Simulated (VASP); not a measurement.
# Al2GaAs3 (I-4m2) in VASP: relaxation of cell and atoms with PBE

Aim: the relaxation of cell and atoms of Al2GaAs3 with PBE.

Everything below comes from runs of VASP 6.6.1. Logs are shortened: lines on timing, memory, paths and dates and some standing lists are left out, and cuts for length are marked.

## Step 1: The cell of the first run

It takes space group I-4m2 (No. 119, tetragonal). Conventional cell: a = 4.056 Å, b = 4.056 Å, c = 17.196 Å, α = 90.00°, β = 90.00°, γ = 90.00°. Within 3.3 Å of Al (site symmetry 2mm) lie 4 As at 2.48 Å. Ga (site symmetry -4m2) has 4 As at 2.49 Å within 3.3 Å. As (site symmetry 2mm) has 2 Al at 2.48 Å and 2 Ga at 2.49 Å within 3.3 Å. Within 3.3 Å of As (site symmetry -4m2) lie 4 Al at 2.48 Å.

## Step 2: Relaxation of cell and atoms, PBE

INCAR reads:

```
SYSTEM = Al2GaAs3
PREC = Accurate
ENCUT = 600
EDIFF = 1E-6
ISMEAR = 0
SIGMA = 0.02
LREAL = .FALSE.
LASPH = .TRUE.
NELM = 60
ALGO = Normal
ISIF = 3
LWAVE = .FALSE.
LCHARG = .FALSE.
GGA = PE
IBRION = 2
NSW = 100
EDIFFG = -0.01
```

KPOINTS reads:

```
Automatic mesh
0
G
  10 10 10
  0 0 0
```

POSCAR reads:

```
Al2GaAs3
1.0
   -2.0277638000      2.0277638000      8.5980642000
    2.0277638000     -2.0277638000      8.5980642000
    2.0277638000      2.0277638000     -8.5980642000
Al Ga As
2 1 3
Direct
    0.6667860000      0.6667860000      0.0000000000
    0.3332140000      0.3332140000      0.0000000000
    0.0000000000      0.0000000000      0.0000000000
    0.9160980000      0.4160980000      0.5000000000
    0.2500000000      0.7500000000      0.5000000000
    0.5839020000      0.0839020000      0.5000000000
```

Potentials or basis: VASP PAW PBE potentials, release 64 (Al, Ga_d, As).

Started as:

```bash
cat potpaw_PBE.64/Al/POTCAR potpaw_PBE.64/Ga_d/POTCAR potpaw_PBE.64/As/POTCAR > POTCAR
mpirun -np 1 vasp_std > vasp.out
```

OUTCAR:

```text
SYSTEM = Al2GaAs3
   PREC = Accurate
   ENCUT = 600
   EDIFF = 1E-6
   ISMEAR = 0
   LREAL = .FALSE.
   LASPH = .TRUE.
   NELM = 60
   ISIF = 3
   GGA = PE
   IBRION = 2
   NSW = 100
   EDIFFG = -0.01

 ion  position               nearest neighbor table
   1  0.667  0.667  0.000-   6 2.48   6 2.48   5 2.48   5 2.48
   2  0.333  0.333  0.000-   4 2.48   4 2.48   5 2.48   5 2.48
   3  0.000  0.000  0.000-   6 2.49   4 2.49   6 2.49   4 2.49
   4  0.916  0.416  0.500-   2 2.48   2 2.48   3 2.49   3 2.49
   5  0.250  0.750  0.500-   2 2.48   1 2.48   2 2.48   1 2.48
   6  0.584  0.084  0.500-   1 2.48   1 2.48   3 2.49   3 2.49

  LATTYP: Found a body centered tetragonal cell.
 ALAT       =     4.0555276000
 C/A-ratio  =     4.2401704774

  Lattice vectors:

 A1 = (  -2.0277638000,   2.0277638000,   8.5980642000)
 A2 = (   2.0277638000,  -2.0277638000,   8.5980642000)
 A3 = (   2.0277638000,   2.0277638000,  -8.5980642000)

Analysis of symmetry for initial positions (statically):
=====================================================================
 Subroutine PRICEL returns:
 Original cell was already a primitive cell.

 Routine SETGRP: Setting up the symmetry group for a
 body centered tetragonal supercell.

 Subroutine GETGRP returns: Found  8 space group operations
 (whereof  8 operations were pure point group operations)
 out of a pool of 16 trial point group operations.

The static configuration has the point symmetry D_2d.

Analysis of symmetry for dynamics (positions and initial velocities):
=====================================================================
 Subroutine PRICEL returns:
 Original cell was already a primitive cell.

 Routine SETGRP: Setting up the symmetry group for a
 body centered tetragonal supercell.

 Subroutine GETGRP returns: Found  8 space group operations
 (whereof  8 operations were pure point group operations)
 out of a pool of 16 trial point group operations.

The dynamic configuration has the point symmetry D_2d.

 Subroutine INISYM returns: Found  8 space group operations
 (whereof  8 operations are pure point group operations),
[... 166 lines left out ...]
 -----------------------------------------------------------------------------
  energy-cutoff  :      600.00
  volume of cell :      141.41
      direct lattice vectors                 reciprocal lattice vectors
    -2.027763800  2.027763800  8.598064200     0.000000000  0.246577042  0.058152625
     2.027763800 -2.027763800  8.598064200     0.246577042  0.000000000  0.058152625
     2.027763800  2.027763800 -8.598064200     0.246577042  0.246577042  0.000000000

 POSITION                                       TOTAL-FORCE (eV/Angst)
 -----------------------------------------------------------------------------------
      0.00000      0.00000     11.46614        -0.000000      0.000000     -0.001163
      0.00000      0.00000      5.72999        -0.000000      0.000000      0.001163
      0.00000      0.00000      0.00000         0.000000     -0.000000     -0.000000
      0.00000      2.02776      7.15527         0.000000     -0.000000     -0.001980
      2.02776      0.00000      4.29903         0.000000     -0.000000     -0.000000
      0.00000      2.02776      1.44279         0.000000     -0.000000      0.001980
 -----------------------------------------------------------------------------------
    total drift:                                0.000001     -0.000001     -0.000000

  FREE ENERGIE OF THE ION-ELECTRON SYSTEM (eV)
  ---------------------------------------------------
  free  energy   TOTEN  =       -27.0390734974 eV

  energy  without entropy=      -27.0390734974  energy(sigma->0) =      -27.03907350

--------------------------------------- Ionic step        2  -------------------------------------------

 number of electron      34.0000005 magnetization

 Free energy of the ion-electron system (eV)
  ---------------------------------------------------
  ext. energy  EPLUGINS =         0.00000000
  ---------------------------------------------------
  free energy    TOTEN  =       -27.03921078 eV

  energy without entropy =      -27.03921078  energy(sigma->0) =      -27.03921078

 E-fermi :   3.6409     XC(G=0):  -9.0477

 val. band max:        3.5277187176   @ k =   0.0000   0.0000   0.0000
 cond. band min:       4.6216337736   @ k =   0.0000   0.0000   0.0000
 fundamental gap:      1.0939150560
 Fermi energy:         3.6409061162

 k-point     1 :       0.0000    0.0000    0.0000
  band No.  band energies     occupation
      1     -10.9936      2.00000
      2     -10.9270      2.00000
      3     -10.9270      2.00000
      4     -10.8899      2.00000
      5     -10.8745      2.00000
      6      -8.3727      2.00000
[... 565 lines left out ...]
     20       7.1137      0.00000
     21       7.3999      0.00000

 [... further k-points ...]

------------------------ aborting loop because EDIFF is reached ----------------------------------------

  FORCE on cell =-STRESS in cart. coord.  units (eV):
  Direction    XX          YY          ZZ          XY          YZ          ZX
  --------------------------------------------------------------------------------------
  -------------------------------------------------------------------------------------
  Total       -0.0298675     -0.0298675     -0.0412783      0.0000000      0.0000000     -0.0000000
  in kB       -0.3372456     -0.3372456     -0.4660894      0.0000000      0.0000000     -0.0000000
  external PRESSURE =      -0.3801936 kB  Pullay stress =       0.0000000 kB

 VOLUME and BASIS-vectors are now :
 -----------------------------------------------------------------------------
  energy-cutoff  :      600.00
  volume of cell :      141.89
      direct lattice vectors                 reciprocal lattice vectors
    -2.030152603  2.030152603  8.606886520     0.000000000  0.246286904  0.058093016
     2.030152603 -2.030152603  8.606886520     0.246286904  0.000000000  0.058093016
     2.030152603  2.030152603 -8.606886520     0.246286904  0.246286904  0.000000000

 POSITION                                       TOTAL-FORCE (eV/Angst)
 -----------------------------------------------------------------------------------
      2.03015      2.03015      2.87096        -0.000000      0.000000      0.000222
      0.00000      0.00000      5.73593        -0.000000      0.000000     -0.000222
      0.00000      0.00000     17.21377        -0.000000      0.000000      0.000000
     -0.00000      2.03015      7.16252         0.000000     -0.000000     -0.001665
      2.03015     -0.00000      4.30344        -0.000000      0.000000      0.000000
      0.00000      2.03015      1.44437         0.000000     -0.000000      0.001665
 -----------------------------------------------------------------------------------
    total drift:                                0.000001     -0.000001      0.000000

  FREE ENERGIE OF THE ION-ELECTRON SYSTEM (eV)
  ---------------------------------------------------
  free  energy   TOTEN  =       -27.0392107752 eV

  energy  without entropy=      -27.0392107752  energy(sigma->0) =      -27.03921078

 reached required accuracy - stopping structural energy minimisation
```

Wall time 52 min (1 thread of Oxide Virtual Turin-like, shared host); peak memory 1.1 GiB.

Results:

```
Free energy                           : -27.0392 eV
Relaxed volume                        : 23.65 Å³/atom
Relaxed cell                          : a = 9.073 Å, b = 9.073 Å, c = 9.073 Å, α = 154.14°, β = 154.14°, γ = 36.90°
Space group after relaxing (to 0.1 Å) : I-4m2 (No. 119)
Energy gained by relaxing             : 0.0 meV/atom
Ionic steps                           : 2
Pressure after relaxing               : 0.0 GPa
Band gap on the k mesh                : 1.09 eV
```

The path:
```
step  energy change (eV)  largest force (eV/Å)  pressure (GPa)  volume (Å³)
   1              0.0000                0.0020            0.16       141.41
   2             -0.0001                0.0017           -0.04       141.89
```

Final structure:
```cif
data_structure
_symmetry_space_group_name_H-M 'P 1'
_symmetry_Int_Tables_number 1
_cell_length_a 9.0731
_cell_length_b 9.0731
_cell_length_c 9.0731
_cell_angle_alpha 154.141
_cell_angle_beta 154.141
_cell_angle_gamma 36.895
_cell_volume 141.89
loop_
_atom_site_label
_atom_site_type_symbol
_atom_site_fract_x
_atom_site_fract_y
_atom_site_fract_z
_atom_site_occupancy
Al1 Al 0.66678 0.66678 0.00000 1
Al2 Al 0.33322 0.33322 0.00000 1
Ga1 Ga 0.00000 0.00000 0.00000 1
As1 As 0.91609 0.41609 0.50000 1
As2 As 0.25000 0.75000 0.50000 1
As3 As 0.58391 0.08391 0.50000 1
```

Levels at points of the mesh, in eV from the valence-band top:
```csv
k point,band 15,band 16,band 17,band 18,band 19,band 20
"(0.00, 0.00, 0.00)",-0.02,0.00,0.00,1.09,1.84,2.07
"(0.50, 0.00, 0.00)",-0.95,-0.89,-0.83,1.53,2.84,3.02
"(0.50, 0.50, 0.00)",-2.70,-2.23,-2.22,1.51,2.00,3.09
"(0.50, 0.50, 0.50)",-0.90,-0.72,-0.72,1.52,1.99,2.82
```
